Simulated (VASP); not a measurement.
Here is a VASP 6.6.1 calculation.

Contents of INCAR:

```
SYSTEM = MoS2
PREC = Accurate
ENCUT = 520
EDIFF = 1E-7
ISMEAR = 0
SIGMA = 0.05
LREAL = .False.
LASPH = .True.
NELM = 100
ALGO = Normal
ISIF = 2
LWAVE = .False.
LCHARG = .False.
GGA = PE
IVDW = 12
NBANDS = 35
```

The input KPOINTS:

```
regular mesh
0
Gamma
  12 12 4
  0 0 0
```

POSCAR

```
MoS2
1.0
    3.1965913925      0.0000000000      0.0000000000
   -1.5982956962      2.7683293514      0.0000000000
    0.0000000000      0.0000000000     12.2721151923
Mo S
2 4
Direct
    0.3333333333      0.6666666667      0.2500000000
    0.6666666667      0.3333333333      0.7500000000
    0.3333333333      0.6666666667      0.6204905688
    0.6666666667      0.3333333333      0.1204905688
    0.3333333333      0.6666666667      0.8795094312
    0.6666666667      0.3333333333      0.3795094312
```

Potentials or basis: VASP PAW PBE potentials, release 64 (Mo_sv, S).

Command:

```console
$ cat potpaw_PBE.64/Mo_sv/POTCAR potpaw_PBE.64/S/POTCAR > POTCAR
$ mpirun -np 1 vasp_std > vasp.out
```

**Question.** What does it give for the dispersion energy per atom?

**Answer.** -0.418 eV.

**Question.** What does it give for the band gap on the k mesh?

**Answer.** 0.84 eV (least direct gap 1.61 eV).

**Question.** Estimate the pressure.

**Answer.** -6.4 GPa.

**Question.** Estimate the largest force.

**Answer.** 0.685 eV/Å.

Forces in eV/Å, atoms in the order of the input:
```
Mo   0.000  0.000  0.000
Mo   0.000  0.000  0.000
S    0.000  0.000  0.685
S    0.000  0.000  0.685
S    0.000  0.000 -0.685
S    0.000  0.000 -0.685
```

Caveat: the cell differs from its parent crystal (strain +0.015 along x and y, +0.015 along z); the cell stands under tension. A k mesh can miss the band edges.
